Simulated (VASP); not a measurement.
Input of a VASP 6.6.1 run:

POSCAR

```
Ca
1.0
    0.0000000000      2.7844090271      2.7844090271
    2.7844090271      0.0000000000      2.7844090271
    2.7844090271      2.7844090271      0.0000000000
Ca
1
Direct
    0.0000000000      0.0000000000      0.0000000000
```

File INCAR.step1:

```
SYSTEM = Ca
PREC = Accurate
ENCUT = 520
ISMEAR = 0
SIGMA = 0.1
LREAL = .False.
LASPH = .True.
NELM = 60
NBANDS = 11
GGA = PE
ALGO = Normal
EDIFF = 1E-4
LWAVE = .True.
LCHARG = .False.
```

Contents of INCAR.step2:

```
SYSTEM = Ca
PREC = Accurate
ENCUT = 520
EDIFF = 1E-6
ISMEAR = 0
SIGMA = 0.1
LREAL = .False.
LASPH = .True.
NELM = 60
ALGO = Normal
ISIF = 2
LWAVE = .False.
LCHARG = .False.
METAGGA = R2SCAN
LMIXTAU = .True.
NBANDS = 11
ISTART = 1
```

KPOINTS

```
regular mesh
0
Gamma
  14 14 14
  0 0 0
```

Potentials or basis: VASP PAW PBE potentials, release 64 (Ca_sv).

Launch:

```console
$ cat potpaw_PBE.64/Ca_sv/POTCAR > POTCAR
$ cp INCAR.step1 INCAR
$ mpirun -np 1 vasp_std > vasp.out
$ cp INCAR.step2 INCAR
$ mpirun -np 1 vasp_std > vasp.out
```

What does it give for the band gap on the k mesh?

Zero (band 5 reaches 2.13 eV, above the bottom of band 6 at 1.61 eV).

Predict the pressure.

0.0 GPa.

Caveat: the PAW data sets were made with another functional, which shifts forces and pressure a little.
